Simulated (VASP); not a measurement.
# Si (P-1) in VASP: further runs

The runs below take Si through single point, with PBEsol.

Program: VASP 6.6.1. These are calculated values, not measurements. Logs are shortened: lines on timing, memory, paths and dates and some standing lists are left out, and cuts for length are marked.

## Step 1: The cell of the first run

The typed cell holds 12 atoms: a = 5.433 Å, b = 3.842 Å, c = 11.615 Å, α = 87.63°, β = 83.28°, γ = 90.00°.

## Step 2: Single point, PBEsol (the part above a cut slid along it)

File INCAR:

```
ALGO = Fast
EDIFF = 1E-7
ENCUT = 520
GGA = PS
ISIF = 2
ISMEAR = 0
LASPH = T
LCHARG = F
LREAL = F
LWAVE = F
NBANDS = 36
NELM = 80
PREC = Accurate
SIGMA = 0.05
```

File KPOINTS:

```
k-points
0
Gamma
  6 9 3
```

File POSCAR:

```
Si
1.0
    5.4328540087      0.0000000000      0.0000000000
    0.0000000000      2.7164270044     -2.7164270044
    1.3582135022      8.4888343886      7.8097276375
Si
12
Direct
    0.4375041667     -0.0312479167      0.2499833333
   -0.1041625000      0.4479187500      0.4166500000
    0.3541708333     -0.0729145833      0.5833166667
   -0.1874958333      0.4062520833      0.7499833333
    0.2708375000     -0.1145812500      0.9166500000
   -0.0208291667      0.4895854167      0.0833166667
    0.6458375000     -0.0520812500      0.4166500000
    0.1041708333      0.4270854167      0.5833166667
    0.5625041667     -0.0937479167      0.7499833333
    0.0208375000      0.3854187500      0.9166500000
    0.7291708333     -0.0104145833      0.0833166667
    0.1875041667      0.4687520833      0.2499833333
```

Potentials or basis: VASP PAW PBE potentials, release 64 (Si).

Run with:

```
$ cat potpaw_PBE.64/Si/POTCAR > POTCAR
$ mpirun -np 1 vasp_std > vasp.out
```

OUTCAR:

```text
EDIFF = 1E-7
   ENCUT = 520
   GGA = PS
   ISIF = 2
   ISMEAR = 0
   LASPH = T
   LREAL = F
   NELM = 80
   PREC = Accurate

 ion  position               nearest neighbor table
   1  0.438  0.969  0.250-  11 2.35  12 2.35  12 2.35   7 2.35
   2  0.896  0.448  0.417-   7 2.35   7 2.35   8 2.35  12 2.35
   3  0.354  0.927  0.583-   9 2.35   8 2.35   8 2.35   7 2.35
   4  0.813  0.406  0.750-   8 2.35   9 2.35   9 2.35  10 2.35
   5  0.271  0.885  0.917-  10 2.35  10 2.35   9 2.35   6 2.76
   6  0.979  0.490  0.083-  10 1.98  12 2.35  11 2.35  11 2.35   5 2.76
   7  0.646  0.948  0.417-   2 2.35   2 2.35   1 2.35   3 2.35
   8  0.104  0.427  0.583-   4 2.35   3 2.35   3 2.35   2 2.35
   9  0.563  0.906  0.750-   3 2.35   4 2.35   4 2.35   5 2.35
  10  0.021  0.385  0.917-   6 1.98   5 2.35   5 2.35   4 2.35  11 2.76
  11  0.729  0.990  0.083-   1 2.35   6 2.35   6 2.35  10 2.76
  12  0.188  0.469  0.250-   6 2.35   1 2.35   1 2.35   2 2.35

  LATTYP: Found a triclinic cell.
 ALAT       =     9.4099791733
 B/A-ratio  =     0.4082482905
 C/A-ratio  =     1.3000400635
 COS(alpha) =     0.0392534336
 COS(beta)  =     0.2243520603
 COS(gamma) =     0.8164965809

  Lattice vectors:

 A1 = (   5.4328540087,  -5.4328540088,   5.4328540088)
 A2 = (   0.0000000000,  -2.7164270044,   2.7164270044)
 A3 = (   4.0746405065,  -8.4888343886,  -7.8097276375)

Analysis of symmetry for initial positions (statically):
=====================================================================
 Subroutine PRICEL returns:
 Original cell was already a primitive cell.

 Routine SETGRP: Setting up the symmetry group for a
 triclinic supercell.

 Subroutine GETGRP returns: Found  2 space group operations
 (whereof  1 operations were pure point group operations)
 out of a pool of  2 trial point group operations.

The static configuration has the point symmetry C_1 .
 The point group associated with its full space group is S_2 .

Analysis of symmetry for dynamics (positions and initial velocities):
=====================================================================
 Subroutine PRICEL returns:
 Original cell was already a primitive cell.

 Routine SETGRP: Setting up the symmetry group for a
 triclinic supercell.

 Subroutine GETGRP returns: Found  2 space group operations
 (whereof  1 operations were pure point group operations)
 out of a pool of  2 trial point group operations.

The dynamic configuration has the point symmetry C_1 .
 The point group associated with its full space group is S_2 .

[... 125 lines left out ...]
   ISYM   =      2    0-nonsym 1-usesym 2-fastsym
   POTIM  = 0.5000    time-step for ionic-motion
   TEBEG  =    0.0;   TEEND  =   0.0 temperature during run
   PSTRESS=    0.0 pullay stress
   NELECT =      48.0000    total number of electrons
   NUPDOWN=      -1.0000    fix difference up-down
   EMIN   =  10.00;   EMAX   =-10.00  energy-range for DOS
   EFERMI =   0.00;   METHOD = LEGACY
   ISMEAR =     0;   SIGMA  =   0.05  broadening in eV -4-tet -1-fermi 0-gaus
   EFERMI_NEDOS =   21; number of points for ismear=-14 and -15
   IALGO  =     68    algorithm
   IMIX   =      4    mixing-type and parameters
     AMIX     =   0.40;   BMIX     =  1.00
     AMIX_MAG =   1.60;   BMIX_MAG =  1.00
  volume/ion in A,a.u.               =      20.04       135.27
  Fermi-wavevector in a.u.,A,eV,Ry     =   0.956673  1.807850 12.452364  0.915223
  Thomas-Fermi vector in A             =   2.085622
   LORBIT       =      0    0 simple, 1 ext, 2 COOP (PROOUT), +10 PAW based schemes
   GGA     = PS    functional components
   LHFCALC =     F    Hartree Fock is set to
   AEXX    =    0.0000 exact exchange contribution
   IVDW    =     0    specifies the selected vdW correction
   LEPSILON=     F    determine dielectric tensor
   LRPA    =     F    only Hartree local field effects (RPA)
 non-spin polarized calculation
 RMM-DIIS sequential band-by-band and
 Gauss-broadening in eV      SIGMA  =   0.05
  energy-cutoff  :      520.00
  volume of cell :      240.53
 maximum number of plane-waves:      6509
   NGX = 21   NGY = 15   NGZ = 43

 number of electron      47.9999999 magnetization

 Free energy of the ion-electron system (eV)
  ---------------------------------------------------
  ext. energy  EPLUGINS =         0.00000000
  ---------------------------------------------------
  free energy    TOTEN  =       -65.45797481 eV

  energy without entropy =      -65.45489449  energy(sigma->0) =      -65.45643465

 E-fermi :   5.8855     XC(G=0):  -9.5570

 val. band max:        5.8812270078   @ k =   0.0000  -0.1111   0.3333
 cond. band min:       5.8900444493   @ k =   0.0000   0.2222   0.0000
 fundamental gap:      0.0088174414
 Fermi energy:         5.8855239288

 k-point     1 :       0.0000    0.0000    0.0000
  band No.  band energies     occupation
      1      -6.6412      2.00000
      2      -5.7237      2.00000
      3      -5.2918      2.00000
      4      -3.3773      2.00000
      5      -2.9041      2.00000
      6      -2.0194      2.00000
[... 925 lines left out ...]
     35       9.5036      0.00000
     36       9.7290      0.00000

 [... further k-points ...]
[... 5 lines left out ...]
  --------------------------------------------------------------------------------------
  -------------------------------------------------------------------------------------
  Total        0.4777777      7.1389343      3.6745305     -2.2297530      5.2363961     -2.5229660
  in kB        3.1824464     47.5519796     24.4758104    -14.8522403     34.8792962    -16.8053135
  external PRESSURE =      25.0700788 kB  Pullay stress =       0.0000000 kB

 VOLUME and BASIS-vectors are now :
 -----------------------------------------------------------------------------
  energy-cutoff  :      520.00
  volume of cell :      240.53
      direct lattice vectors                 reciprocal lattice vectors
     5.432854009  0.000000000  0.000000000     0.184065318 -0.015338776 -0.015338776
     0.000000000  2.716427004 -2.716427004     0.000000000  0.176395930 -0.191734706
     1.358213502  8.488834389  7.809727637     0.000000000  0.061355106  0.061355106

 POSITION                                       TOTAL-FORCE (eV/Angst)
 -----------------------------------------------------------------------------------
      2.71643      4.75361     -0.67924        -0.043453     -0.105516     -0.082443
      5.43285      4.75361      2.03718        -0.220195     -0.046560     -0.043408
      2.71643      7.47004      2.03718         0.049492      0.012410     -0.019132
      5.43285      7.47004      4.75361        -0.320707      0.126800     -0.073873
      2.71643     10.18647      4.75361         1.208824      0.043681     -0.388501
      5.43285      2.03718     -0.67924        -0.657305      5.801202      3.202527
      4.07464      6.11182      0.67897        -0.049492     -0.012410      0.019132
      1.35821      6.11182      3.39540         0.220195      0.046560      0.043408
      4.07464      8.82825      3.39540         0.043453      0.105516      0.082443
      1.35821      8.82825      6.11182         0.657305     -5.801202     -3.202527
      4.07464      3.39540     -2.03746        -1.208824     -0.043681      0.388501
      1.35821      3.39540      0.67897         0.320707     -0.126800      0.073873
 -----------------------------------------------------------------------------------
    total drift:                               -0.000000     -0.000000      0.000001

  FREE ENERGIE OF THE ION-ELECTRON SYSTEM (eV)
  ---------------------------------------------------
  free  energy   TOTEN  =       -65.4579748091 eV

  energy  without entropy=      -65.4548944923  energy(sigma->0) =      -65.45643465
```

OSZICAR:

```text
N       E                     dE             d eps       ncg     rms          rms(c)
DAV:   1     0.106736691420E+03    0.10674E+03   -0.18210E+04  5904   0.110E+03
DAV:   2    -0.573715110665E+02   -0.16411E+03   -0.15323E+03  7256   0.160E+02
DAV:   3    -0.668460241991E+02   -0.94745E+01   -0.92144E+01  7660   0.345E+01
DAV:   4    -0.670389979673E+02   -0.19297E+00   -0.19195E+00  7560   0.599E+00
DAV:   5    -0.670439495462E+02   -0.49516E-02   -0.49455E-02  7524   0.913E-01    0.125E+01
RMM:   6    -0.658190273665E+02    0.12249E+01   -0.10664E+00  6016   0.285E+00    0.737E+00
RMM:   7    -0.654732537733E+02    0.34577E+00   -0.14030E+00  6420   0.350E+00    0.931E-01
RMM:   8    -0.654547098360E+02    0.18544E-01   -0.15651E-01  6581   0.163E+00    0.280E-01
RMM:   9    -0.654574431589E+02   -0.27333E-02   -0.29025E-02  7343   0.727E-01    0.270E-01
RMM:  10    -0.654576794870E+02   -0.23633E-03   -0.49036E-03  7155   0.336E-01    0.150E-01
RMM:  11    -0.654579716233E+02   -0.29214E-03   -0.17717E-03  7114   0.196E-01    0.396E-02
RMM:  12    -0.654579573656E+02    0.14258E-04   -0.50842E-04  7286   0.950E-02    0.333E-02
RMM:  13    -0.654579749824E+02   -0.17617E-04   -0.17176E-04  7698   0.550E-02    0.859E-03
RMM:  14    -0.654579746269E+02    0.35550E-06   -0.26648E-05  7476   0.241E-02    0.146E-02
RMM:  15    -0.654579749610E+02   -0.33407E-06   -0.68114E-06  7878   0.119E-02    0.561E-03
RMM:  16    -0.654579748267E+02    0.13430E-06   -0.11916E-06  6647   0.481E-03    0.311E-03
RMM:  17    -0.654579748091E+02    0.17591E-07   -0.29591E-07  5228   0.236E-03
   1 F= -.65457975E+02 E0= -.65456435E+02  d E =-.308032E-02
```

stdout:

```text
POSCAR found type information on POSCAR Si
 POSCAR found :  1 types and      12 ions
 scaLAPACK will be used
 -----------------------------------------------------------------------------
|                                                                             |
|                                                                             |
|     You enforced a specific xc type in the INCAR file but a different       |
|     I HOPE YOU KNOW WHAT YOU ARE DOING!                                     |
|                                                                             |
 -----------------------------------------------------------------------------

 LDA part: xc-table for (Slater+PW92), standard interpolation
 POSCAR, INCAR and KPOINTS ok, starting setup
 FFT: planning ... GRIDC
 FFT: planning ... GRID_SOFT
 FFT: planning ... GRID
 WAVECAR not read
 entering main loop
```

Run time: 18 min. Hardware: 1 thread of Oxide Virtual Turin-like, shared host; peak memory 0.58 GiB.

Results:

| Quantity | Value |
| --- | --- |
| Free energy | -65.4580 eV |
| Pressure | 2.5 GPa |
| Largest force | 6.659 eV/Å |
| Band gap on the k mesh | zero (bands 24 and 25 overlap by 1.28 eV) |

Forces on the atoms (eV/Å):
```
Si  -0.043 -0.106 -0.082
Si  -0.220 -0.047 -0.043
Si   0.049  0.012 -0.019
Si  -0.321  0.127 -0.074
Si   1.209  0.044 -0.389
Si  -0.657  5.801  3.203
Si  -0.049 -0.012  0.019
Si   0.220  0.047  0.043
Si   0.043  0.106  0.082
Si   0.657 -5.801 -3.203
Si  -1.209 -0.044  0.389
Si   0.321 -0.127  0.074
```

Caveat: the cell differs from its parent crystal (the part above a cut slid along it); the PAW data sets were made with another functional, which shifts forces and pressure a little.

## Step 3: Single point, PBEsol (the part above a cut slid along it)

INCAR: that of step 2 with these lines changed.

```diff
@@ -11,3 +11,3 @@
 NBANDS = 36
-NELM = 80
+NELM = 60
 PREC = Accurate
```

KPOINTS is that of step 2.

File POSCAR:

```
Si
1.0
    5.4328540087      0.0000000000      0.0000000000
    0.0000000000      2.7164270044     -2.7164270044
    2.0373202533      8.8283877642      7.4701742620
Si
12
Direct
    0.4062562500     -0.0624958333      0.2499833333
   -0.1562437500      0.3958375000      0.4166500000
    0.2812562500     -0.1458291667      0.5833166667
   -0.2812437500      0.3125041667      0.7499833333
    0.1562562500     -0.2291625000      0.9166500000
   -0.0312437500      0.4791708333      0.0833166667
    0.5937562500     -0.1041625000      0.4166500000
    0.0312562500      0.3541708333      0.5833166667
    0.4687562500     -0.1874958333      0.7499833333
   -0.0937437500      0.2708375000      0.9166500000
    0.7187562500     -0.0208291667      0.0833166667
    0.1562562500      0.4375041667      0.2499833333
```

Potentials or basis: VASP PAW PBE potentials, release 64 (Si).

Run with:

```
$ cat potpaw_PBE.64/Si/POTCAR > POTCAR
$ mpirun -np 1 vasp_std > vasp.out
```

It took 18 min on 1 thread of Oxide Virtual Turin-like, shared host; peak memory 0.58 GiB.

The run converged. Its results:

- Free energy: -66.4267 eV
- Pressure: 2.5 GPa
- Largest force: 3.790 eV/Å
- Band gap on the k mesh: zero (bands 24 and 25 overlap by 0.23 eV)

Forces on the atoms (eV/Å):
```
Si  -0.248  0.223 -0.257
Si   0.013  0.003 -0.035
Si  -0.158  0.036  0.026
Si  -0.142 -0.010 -0.012
Si   0.518 -0.110 -0.994
Si   1.265  3.190  1.611
Si   0.158 -0.036 -0.026
Si  -0.013 -0.003  0.035
Si   0.248 -0.223  0.257
Si  -1.265 -3.190 -1.611
Si  -0.518  0.110  0.994
Si   0.142  0.010  0.012
```

Stress tensor (GPa, compression positive):
```
2.13 1.15 0.50
1.15 4.82 1.99
0.50 1.99 0.61
```

Levels at points of the mesh, in eV from the Fermi level:
| k point | band 20 | band 21 | band 22 | band 23 | band 24 | band 25 | band 26 | band 27 | band 28 | band 29 |
| --- | --- | --- | --- | --- | --- | --- | --- | --- | --- | --- |
| (0.00, 0.00, 0.00) | -1.87 | -1.15 | -0.76 | -0.73 | -0.52 | 0.51 | 0.54 | 1.11 | 1.63 | 2.01 |
| (0.50, 0.00, 0.00) | -1.74 | -1.70 | -1.70 | -1.08 | -1.06 | 0.75 | 0.96 | 1.29 | 1.47 | 1.85 |

Caveat: the cell differs from its parent crystal (the part above a cut slid along it); semilocal functionals underestimate gaps, and a narrow one can read as zero; the PAW data sets were made with another functional, which shifts forces and pressure a little.
